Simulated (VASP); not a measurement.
Here is a VASP 6.6.1 calculation.

INCAR

```
PREC = Accurate ; ENCUT = 520
EDIFF = 1E-6 ; ISMEAR = -1
SIGMA = 0.05 ; LREAL = Auto
LASPH = T ; NELM = 100
ALGO = Normal ; ISIF = 2
LWAVE = F ; LCHARG = F
GGA = PE ; NBANDS = 56
```

KPOINTS

```
regular mesh
0
Gamma
  2 2 1
```

POSCAR

```
PdC18
1.0
    7.3980000000      0.0000000000      0.0000000000
   -3.6990000000      6.4068560000      0.0000000000
    0.0000000000      0.0000000000     12.0000000000
C Pd
18 1
Direct
    0.0046875673      0.0034316364      0.0814761667
    0.2266423504      0.1140643710      0.0820944167
    0.0045654515      0.3373590728      0.0806210833
    0.2267135173      0.4475073265      0.0801984167
    0.0040081575      0.6702090698      0.0788837500
    0.2263927237      0.7807843660      0.0800909167
    0.3359145035      0.0027392531      0.0844496667
    0.5592126355      0.1150086720      0.0916785833
    0.3374715871      0.3367458235      0.0820977500
    0.5601557005      0.4475785003      0.0820967500
    0.3368576715      0.6696515420      0.0806212500
    0.5588984903      0.7783279349      0.0844368333
    0.6716226195      0.0025942522      0.0902893333
    0.8958909186      0.1153233349      0.0844331667
    0.6714764417      0.3383024373      0.0844503333
    0.8934366064      0.4478269841      0.0800855833
    0.6707851898      0.6695290170      0.0814733333
    0.8933312805      0.7808901901      0.0804855833
    0.6435413362      0.0306904042      0.2625365833
```

Potentials or basis: VASP PAW PBE potentials, release 64 (C, Pd).

Run with:

```console
$ cat potpaw_PBE.64/C/POTCAR potpaw_PBE.64/Pd/POTCAR > POTCAR
$ mpirun -np 1 vasp_std > vasp.out
```

(1) Predict the band gap on the k mesh.

(2) Estimate the largest force.

Results:

(1) 0.04 eV.

(2) 0.135 eV/Å.

Caveat: the k points lie up to 0.49 Å⁻¹ apart.
